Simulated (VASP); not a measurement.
NbTe:

```xyz
2
Lattice="3.7030 0.0000 0.0000 -1.8515 3.2069 0.0000 0.0000 0.0000 3.6942" Properties=species:S:1:pos:R:3 pbc="T T T"
Te    1.8515    1.0690    0.0000
Nb    0.0000    0.0000    1.8471
```

| Property | Result |
| --- | --- |
| Program | VASP 6.6.1 |
| Task | relaxation of cell and atoms |
| Functional | LDA |
| Potentials or basis | VASP PAW LDA potentials, release 64 (Te, Nb_sv) |
| Cutoff | 600 eV |
| k mesh | 8 × 8 × 7 |
| Occupations | fermi-dirac, width 0.05 eV |
| Spin | no spin polarisation |

At the start: pressure -7.5 GPa; volume 21.93 Å³/atom.

Problem. How do energy, volume and symmetry change on relaxing?

Solution. Over 12 steps the energy falls by 32.8 meV/atom and the volume is 20.60 Å³/atom (-6.1 %); space group P-6m2 (No. 187, to 0.1 Å) before and after.

The path:
```
step  energy change (eV)  largest force (eV/Å)  pressure (GPa)  volume (Å³)
   1              0.0000                0.0000           -7.50        43.87
   2              0.1091                0.0000           16.33        37.67
   3             -0.0634                0.0000           -0.27        41.38
   4             -0.0634                0.0000           -0.08        41.32
   5             -0.0634                0.0000            0.10        41.27
   6             -0.0652                0.0000            0.17        41.19
   7             -0.0655                0.0000            0.19        41.15
   8             -0.0655                0.0000            0.17        41.14
   9             -0.0655                0.0000            0.18        41.13
  10             -0.0655                0.0000            0.20        41.14
  11             -0.0654                0.0000           -0.33        41.29
  12             -0.0655                0.0000            0.00        41.19
```

Final structure:
```
Te Nb
1.0
     3.61056    0.00000    0.00000
    -1.80528    3.12684    0.00000
     0.00000    0.00000    3.64858
Te Nb
1 1
Direct
  0.66667 0.33333 0.00000
  0.00000 0.00000 0.50000
```
